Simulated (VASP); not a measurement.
Wanted: the native input for a VASP 6.6.1 run.

| Item | Value |
| --- | --- |
| Task | single point |
| Functional | PBEsol |
| Potentials or basis | VASP PAW PBE potentials, release 64 (Ti_sv, Al) |
| Cutoff | 520 eV |
| k mesh | 12 × 12 × 4 |
| Occupations | gaussian, width 0.15 eV |
| Spin | no spin polarisation |
| Dipole correction | no |
| Further INCAR settings | ALGO = Fast; EDIFF = 1e-07; NBANDS = 44 |

The structure of TiAl3 lies in POSCAR:

```
TiAl3
1.0
    0.0000000000     -3.9483448101      0.0000000000
    0.0000000000      0.0000000000     -3.9483448101
   12.0950344302      0.0000000000      0.0000000000
Ti Al
3 9
Direct
    0.0000000000      1.0000000000      0.2448162680
    0.0000000000      1.0000000000      0.5712597215
    0.0000000000      1.0000000000      0.8977031751
    0.5000000000      0.0000000000      0.0815945412
    0.5000000000      0.0000000000      0.4080379948
    0.5000000000      0.0000000000      0.7344814483
    0.0000000000      0.5000000000      0.0815945412
    0.0000000000      0.5000000000      0.4080379948
    0.0000000000      0.5000000000      0.7344814483
    0.5000000000      0.5000000000      0.8977031751
    0.5000000000      0.5000000000      0.2448162680
    0.5000000000      0.5000000000      0.5712597215
```

This cell differs from its parent crystal: the distance across one plane changed.

These files were run (other wordings do the same):

INCAR

```
PREC     = Accurate       # precision mode
ENCUT    = 520            # plane-wave cutoff, eV
EDIFF    = 1E-7           # SCF threshold, eV
ISMEAR   = 0              # smearing method
SIGMA    = 0.15           # smearing width, eV
LREAL    = False          # projectors in reciprocal space
LASPH    = True           # aspherical terms in the spheres
NELM     = 100            # most SCF steps
ALGO     = Fast           # electronic algorithm
ISIF     = 2              # what is computed and relaxed
LWAVE    = False          # write WAVECAR
LCHARG   = False          # write CHGCAR
GGA      = PS             # functional
NBANDS   = 44             # bands
```

KPOINTS

```
regular mesh
0
Gamma
  12 12 4
```

Potentials or basis: VASP PAW PBE potentials, release 64 (Ti_sv, Al).

The run is started by

```console
$ cat potpaw_PBE.64/Ti_sv/POTCAR potpaw_PBE.64/Al/POTCAR > POTCAR
$ mpirun -np 1 vasp_std > vasp.out
```

Results of the run:

```json
{
 "Pressure": "-1.7 GPa",
 "Largest force": "0.711 eV/Å",
 "Band gap on the k mesh": "zero (an odd number of electrons rules out a gap without spin polarisation)"
}
```

Caveat: the cell differs from its parent crystal (the distance across one plane changed); the PAW data sets were made with another functional, which shifts forces and pressure a little.

Run time: 27 min on 1 thread of Intel(R) Xeon(R) 6975P-C (Granite Rapids), on a shared host, peak memory 0.64 GiB.
